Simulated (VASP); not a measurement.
# BeSe (F-43m) in VASP: a series of runs

BeSe is run at these levels: PBEsol; tasks: single point.

Everything below comes from runs of VASP 6.6.1. Logs are shortened: lines on timing, memory, paths and dates and some standing lists are left out, and cuts for length are marked.

### 1 The cell of the first run

The structure is cubic, space group F-43m (No. 216). Conventional cell: a = 5.094 Å, b = 5.094 Å, c = 5.094 Å, α = 90.00°, β = 90.00°, γ = 90.00°. Within 2.9 Å of Be (site symmetry -43m) lie 4 Se at 2.21 Å. Within 2.9 Å of Se (site symmetry -43m) lie 4 Be at 2.21 Å.

### 2 Single point, PBEsol

INCAR

```
PREC = Accurate
ENCUT = 600
EDIFF = 1E-6
ISMEAR = -1
SIGMA = 0.01
LREAL = False
LASPH = True
NELM = 120
ALGO = Normal
ISIF = 2
LWAVE = False
LCHARG = False
GGA = PS
NBANDS = 11
GGA_COMPAT = False
```

KPOINTS

```
Automatic mesh
0
Gamma
  8 8 8
```

POSCAR

```
BeSe
1.0
    0.0000000000      2.5468932901      2.5468932901
    2.5468932901      0.0000000000      2.5468932901
    2.5468932901      2.5468932901      0.0000000000
Be Se
1 1
Direct
    0.0000000000      0.0000000000      0.0000000000
    0.2500000000      0.2500000000      0.2500000000
```

Potentials or basis: VASP PAW PBE potentials, release 64 (Be, Se).

Launch:

```sh
$ cat potpaw_PBE.64/Be/POTCAR potpaw_PBE.64/Se/POTCAR > POTCAR
$ mpirun -np 1 vasp_std > vasp.out
```

OUTCAR:

```text
PREC = Accurate
   ENCUT = 600
   EDIFF = 1E-6
   ISMEAR = -1
   LREAL = False
   LASPH = True
   NELM = 120
   ISIF = 2
   GGA = PS

 ion  position               nearest neighbor table
   1  0.000  0.000  0.000-   2 2.21   2 2.21   2 2.21   2 2.21
   2  0.250  0.250  0.250-   1 2.21   1 2.21   1 2.21   1 2.21

  LATTYP: Found a face centered cubic cell.
 ALAT       =     5.0937865802

  Lattice vectors:

 A1 = (   0.0000000000,   2.5468932901,   2.5468932901)
 A2 = (   2.5468932901,   0.0000000000,   2.5468932901)
 A3 = (   2.5468932901,   2.5468932901,   0.0000000000)

Analysis of symmetry for initial positions (statically):
=====================================================================
 Subroutine PRICEL returns:
 Original cell was already a primitive cell.

 Routine SETGRP: Setting up the symmetry group for a
 face centered cubic supercell.

 Subroutine GETGRP returns: Found 24 space group operations
 (whereof 24 operations were pure point group operations)
 out of a pool of 48 trial point group operations.

The static configuration has the point symmetry T_d .

Analysis of symmetry for dynamics (positions and initial velocities):
=====================================================================
 Subroutine PRICEL returns:
 Original cell was already a primitive cell.

 Routine SETGRP: Setting up the symmetry group for a
 face centered cubic supercell.

 Subroutine GETGRP returns: Found 24 space group operations
 (whereof 24 operations were pure point group operations)
 out of a pool of 48 trial point group operations.

The dynamic configuration has the point symmetry T_d .

 Subroutine INISYM returns: Found 24 space group operations
 (whereof 24 operations are pure point group operations),
 and found     1 'primitive' translations

----------------------------------------------------------------------------------------

                                     Primitive cell

  volume of cell :      33.0417

  direct lattice vectors                    reciprocal lattice vectors
     0.000000000  2.546893290  2.546893290    -0.196317609  0.196317609  0.196317609
     2.546893290  0.000000000  2.546893290     0.196317609 -0.196317609  0.196317609
     2.546893290  2.546893290  0.000000000     0.196317609  0.196317609 -0.196317609

  length of vectors
     3.601851033  3.601851033  3.601851033     0.340032072  0.340032072  0.340032072

  position of ions in fractional coordinates (direct lattice)
     0.000000000  0.000000000  0.000000000
[... 81 lines left out ...]
   NSW    =      0    number of steps for IOM
   IBRION =     -1    ionic relax: 0-MD 1-quasi-New 2-CG
   NFREE  =      0    steps in history (QN), initial steepest desc. (CG)
   ISIF   =      2    stress and relaxation
   ISYM   =      2    0-nonsym 1-usesym 2-fastsym
   POTIM  = 0.5000    time-step for ionic-motion
   TEBEG  =    0.0;   TEEND  =   0.0 temperature during run
   PSTRESS=    0.0 pullay stress
   NELECT =       8.0000    total number of electrons
   NUPDOWN=      -1.0000    fix difference up-down
   EMIN   =  10.00;   EMAX   =-10.00  energy-range for DOS
   EFERMI =   0.00;   METHOD = LEGACY
   ISMEAR =    -1;   SIGMA  =   0.01  broadening in eV -4-tet -1-fermi 0-gaus
   EFERMI_NEDOS =   21; number of points for ismear=-14 and -15
   IALGO  =     38    algorithm
   IMIX   =      4    mixing-type and parameters
     AMIX     =   0.40;   BMIX     =  1.00
     AMIX_MAG =   1.60;   BMIX_MAG =  1.00
  volume/ion in A,a.u.               =      16.52       111.49
  Fermi-wavevector in a.u.,A,eV,Ry     =   1.020354  1.928189 14.165320  1.041122
  Thomas-Fermi vector in A             =   2.153919
   LORBIT       =      0    0 simple, 1 ext, 2 COOP (PROOUT), +10 PAW based schemes
   GGA     = PS    functional components
   LHFCALC =     F    Hartree Fock is set to
   AEXX    =    0.0000 exact exchange contribution
   IVDW    =     0    specifies the selected vdW correction
   LEPSILON=     F    determine dielectric tensor
   LRPA    =     F    only Hartree local field effects (RPA)
 non-spin polarized calculation
  energy-cutoff  :      600.00
  volume of cell :       33.04
 maximum number of plane-waves:      1124
 NGX is ok and might be reduce to    30
   NGX = 15   NGY = 15   NGZ = 15

 number of electron       8.0000000 magnetization

 Free energy of the ion-electron system (eV)
  ---------------------------------------------------
  ext. energy  EPLUGINS =         0.00000000
  ---------------------------------------------------
  free energy    TOTEN  =        -9.44459088 eV

  energy without entropy =       -9.44459088  energy(sigma->0) =       -9.44459088

 E-fermi :   3.7853     XC(G=0):  -9.7073

 val. band max:        3.5671458739   @ k =   0.0000   0.0000   0.0000
 cond. band min:       5.9706029582   @ k =   0.5000   0.5000   0.0000
 fundamental gap:      2.4034570843
 Fermi energy:         3.7852986435

 k-point     1 :       0.0000    0.0000    0.0000
  band No.  band energies     occupation
      1     -10.4587      2.00000
      2       3.5671      2.00000
      3       3.5671      2.00000
      4       3.5671      2.00000
      5       8.0070      0.00000
      6       8.5362      0.00000
      7       8.5362      0.00000
      8       8.5362      0.00000
      9      15.6136      0.00000
     10      16.1431      0.00000
     11      16.1431      0.00000
[... 309 lines left out ...]
 k-point    24 :      -0.3750    0.2500    0.1250
  band No.  band energies     occupation
      1      -8.7816      2.00000
      2      -1.8685      2.00000
      3       0.5854      2.00000
      4       1.5985      2.00000
      5       8.9550      0.00000
      6       9.2792      0.00000
      7      11.9951      0.00000
      8      13.3232      0.00000
      9      13.9385      0.00000
     10      18.2220      0.00000
     11      18.3146      0.00000

 [... further k-points ...]
[... 5 lines left out ...]
  --------------------------------------------------------------------------------------
  -------------------------------------------------------------------------------------
  Total        0.4186331      0.4186331      0.4186331      0.0000000     -0.0000000     -0.0000000
  in kB       20.2993416     20.2993416     20.2993416      0.0000000     -0.0000000     -0.0000000
  external PRESSURE =      20.2993416 kB  Pullay stress =       0.0000000 kB

 VOLUME and BASIS-vectors are now :
 -----------------------------------------------------------------------------
  energy-cutoff  :      600.00
  volume of cell :       33.04
      direct lattice vectors                 reciprocal lattice vectors
     0.000000000  2.546893290  2.546893290    -0.196317609  0.196317609  0.196317609
     2.546893290  0.000000000  2.546893290     0.196317609 -0.196317609  0.196317609
     2.546893290  2.546893290  0.000000000     0.196317609  0.196317609 -0.196317609

 POSITION                                       TOTAL-FORCE (eV/Angst)
 -----------------------------------------------------------------------------------
      0.00000      0.00000      0.00000         0.000000      0.000000      0.000000
      1.27345      1.27345      1.27345        -0.000000     -0.000000     -0.000000
 -----------------------------------------------------------------------------------
    total drift:                                0.000000      0.000000      0.000000

  FREE ENERGIE OF THE ION-ELECTRON SYSTEM (eV)
  ---------------------------------------------------
  free  energy   TOTEN  =        -9.4445908783 eV

  energy  without entropy=       -9.4445908783  energy(sigma->0) =       -9.44459088
```

stdout:

```text
POSCAR found type information on POSCAR BeSe
 POSCAR found :  2 types and       2 ions
 scaLAPACK will be used
 -----------------------------------------------------------------------------
|                                                                             |
|                                                                             |
|     You enforced a specific xc type in the INCAR file but a different       |
|     I HOPE YOU KNOW WHAT YOU ARE DOING!                                     |
|                                                                             |
 -----------------------------------------------------------------------------

 LDA part: xc-table for (Slater+PW92), standard interpolation
 POSCAR, INCAR and KPOINTS ok, starting setup
 FFT: planning ... GRIDC
 FFT: planning ... GRID_SOFT
 FFT: planning ... GRID
 WAVECAR not read
 entering main loop
```

Run time: 18 s. Hardware: 1 thread of AMD EPYC 7R43 (Zen 3), shared host; peak memory 0.13 GiB.

What came out:

```yaml
Free_energy: -9.4446 eV
Pressure: 2.0 GPa
Band_gap_on_the_k_mesh: 2.40 eV, indirect (least direct gap 4.44 eV)
```

Caveat: the PAW data sets were made with another functional, which shifts forces and pressure a little.

### 3 Single point, PBEsol

This run uses another cell than the first one, of 16.86 Å³/atom, 1.020 times its volume.

INCAR

```
SYSTEM = BeSe
PREC = Accurate ; ENCUT = 600
EDIFF = 1E-6 ; ISMEAR = -1
SIGMA = 0.01 ; LREAL = .FALSE.
LASPH = .TRUE. ; NELM = 120
ALGO = Normal ; ISIF = 2
LWAVE = .FALSE. ; LCHARG = .FALSE.
GGA = PS ; NBANDS = 11
GGA_COMPAT = .FALSE.
```

KPOINTS

```
regular mesh
0
G
  8 8 8
  0 0 0
```

POSCAR

```
BeSe
1.0
    0.0000000000      2.5641025505      2.5641025505
    2.5641025505      0.0000000000      2.5641025505
    2.5641025505      2.5641025505      0.0000000000
Be Se
1 1
Direct
    0.0000000000      0.0000000000      0.0000000000
    0.2500000000      0.2500000000      0.2500000000
```

Potentials or basis: VASP PAW PBE potentials, release 64 (Be, Se).

Launch:

```sh
$ cat potpaw_PBE.64/Be/POTCAR potpaw_PBE.64/Se/POTCAR > POTCAR
$ mpirun -np 1 vasp_std > vasp.out
```

Wall time 19 s (1 thread of AMD EPYC 7R43 (Zen 3), shared host); peak memory 0.14 GiB.

It converged, with:

- Free energy: -9.4495 eV
- Pressure: 0.3 GPa
- Band gap on the k mesh: 2.45 eV, indirect (least direct gap 4.29 eV)

Levels at points of the mesh, in eV from the valence-band top:
```csv
k point,band 1,band 2,band 3,band 4,band 5,band 6,band 7,band 8,band 9
"(0.00, 0.00, 0.00)",-13.89,0.00,0.00,0.00,4.29,4.97,4.97,4.97,11.94
"(0.50, 0.00, 0.00)",-12.51,-5.82,-1.09,-1.09,4.29,5.91,5.91,9.83,13.45
"(0.50, 0.50, 0.00)",-12.04,-5.16,-2.71,-2.71,2.45,4.12,11.76,11.76,14.62
```

Caveat: the PAW data sets were made with another functional, which shifts forces and pressure a little.

### 4 Single point, PBEsol

This run uses another cell than the first one, of 17.20 Å³/atom, 1.041 times its volume.

INCAR

```
SYSTEM = BeSe
PREC = Accurate ; ENCUT = 600
EDIFF = 1E-6 ; ISMEAR = -1
SIGMA = 0.01 ; LREAL = .FALSE.
LASPH = .TRUE. ; NELM = 120
ALGO = Normal ; ISIF = 2
LWAVE = .FALSE. ; LCHARG = .TRUE.
GGA = PS ; LELF = .TRUE.
LVHAR = .TRUE. ; NBANDS = 11
GGA_COMPAT = .FALSE.
```

KPOINTS

```
Automatic mesh
0
G
  8 8 8
  0 0 0
```

POSCAR

```
BeSe
1.0
    0.0000000000      2.5810838570      2.5810838570
    2.5810838570      0.0000000000      2.5810838570
    2.5810838570      2.5810838570      0.0000000000
Be Se
1 1
Direct
    0.0000000000      0.0000000000      0.0000000000
    0.2500000000      0.2500000000      0.2500000000
```

Potentials or basis: VASP PAW PBE potentials, release 64 (Be, Se).

Launch:

```sh
$ cat potpaw_PBE.64/Be/POTCAR potpaw_PBE.64/Se/POTCAR > POTCAR
$ mpirun -np 1 vasp_std > vasp.out
```

OUTCAR:

```text
SYSTEM = BeSe
   PREC = Accurate
   ENCUT = 600
   EDIFF = 1E-6
   ISMEAR = -1
   LREAL = .FALSE.
   LASPH = .TRUE.
   NELM = 120
   ISIF = 2
   GGA = PS

 ion  position               nearest neighbor table
   1  0.000  0.000  0.000-   2 2.24   2 2.24   2 2.24   2 2.24
   2  0.250  0.250  0.250-   1 2.24   1 2.24   1 2.24   1 2.24

  LATTYP: Found a face centered cubic cell.
 ALAT       =     5.1621677140

  Lattice vectors:

 A1 = (   0.0000000000,   2.5810838570,   2.5810838570)
[... 513 lines left out ...]
      6       8.8029      0.00000
      7      11.4293      0.00000
      8      12.7320      0.00000
      9      13.4378      0.00000
     10      17.5886      0.00000
     11      17.6863      0.00000

 [... further k-points ...]
[... 5 lines left out ...]
  --------------------------------------------------------------------------------------
  -------------------------------------------------------------------------------------
  Total       -0.2586300     -0.2586300     -0.2586300      0.0000000     -0.0000000     -0.0000000
  in kB      -12.0490601    -12.0490601    -12.0490601      0.0000000     -0.0000000     -0.0000000
  external PRESSURE =     -12.0490601 kB  Pullay stress =       0.0000000 kB

 VOLUME and BASIS-vectors are now :
 -----------------------------------------------------------------------------
  energy-cutoff  :      600.00
  volume of cell :       34.39
      direct lattice vectors                 reciprocal lattice vectors
     0.000000000  2.581083857  2.581083857    -0.193717069  0.193717069  0.193717069
     2.581083857  0.000000000  2.581083857     0.193717069 -0.193717069  0.193717069
     2.581083857  2.581083857  0.000000000     0.193717069  0.193717069 -0.193717069

 POSITION                                       TOTAL-FORCE (eV/Angst)
 -----------------------------------------------------------------------------------
      0.00000      0.00000      0.00000         0.000000      0.000000      0.000000
      1.29054      1.29054      1.29054        -0.000000     -0.000000     -0.000000
 -----------------------------------------------------------------------------------
    total drift:                                0.000000      0.000000      0.000000

  FREE ENERGIE OF THE ION-ELECTRON SYSTEM (eV)
  ---------------------------------------------------
  free  energy   TOTEN  =        -9.4476369584 eV

  energy  without entropy=       -9.4476369584  energy(sigma->0) =       -9.44763696
```

stdout:

```text
POSCAR found type information on POSCAR BeSe
 POSCAR found :  2 types and       2 ions
 scaLAPACK will be used
 -----------------------------------------------------------------------------
|                                                                             |
|                                                                             |
|     You enforced a specific xc type in the INCAR file but a different       |
|     I HOPE YOU KNOW WHAT YOU ARE DOING!                                     |
|                                                                             |
 -----------------------------------------------------------------------------

 LDA part: xc-table for (Slater+PW92), standard interpolation
 POSCAR, INCAR and KPOINTS ok, starting setup
 FFT: planning ... GRIDC
 FFT: planning ... GRID_SOFT
 FFT: planning ... GRID
 WAVECAR not read
 entering main loop
```

Wall time 23 s (1 thread of AMD EPYC 7R43 (Zen 3), shared host); peak memory 0.14 GiB.

Results:

```
Free energy            : -9.4476 eV
Pressure               : -1.2 GPa
Band gap on the k mesh : 2.49 eV, indirect (least direct gap 4.15 eV)
```

Levels at points of the mesh, in eV from the valence-band top:
```
           k point  band 1  band 2  band 3  band 4  band 5  band 6  band 7  band 8  band 9
(0.00, 0.00, 0.00)  -13.76    0.00    0.00    0.00    4.15    4.98    4.98    4.98   11.83
(0.50, 0.00, 0.00)  -12.43   -5.69   -1.06   -1.06    4.22    5.91    5.91    9.78   13.30
(0.50, 0.50, 0.00)  -11.98   -5.05   -2.64   -2.64    2.49    4.13   11.60   11.60   14.37
```

Caveat: the PAW data sets were made with another functional, which shifts forces and pressure a little. PBEsol gaps usually lie below the measured ones, often by a third to a half.

### 5 Summary

```csv
cell,gap on the mesh (eV),pressure (GPa)
"a = 3.602 Å, angles 60.0°, 2 atoms",2.40,2.0
"a = 3.626 Å, angles 60.0°, 2 atoms",2.45,0.3
"a = 3.650 Å, angles 60.0°, 2 atoms",2.49,-1.2
```

Alike in all rows: task single point; level PBEsol; potentials or basis VASP PAW PBE potentials, release 64 (Be, Se); no spin polarisation; k mesh 8 × 8 × 8; cutoff (eV) 600; smearing fermi-dirac 0.01 eV.

Caveats: the PAW data sets were made with another functional, which shifts forces and pressure a little.

Absolute energies hang on the potentials; compare differences alone.
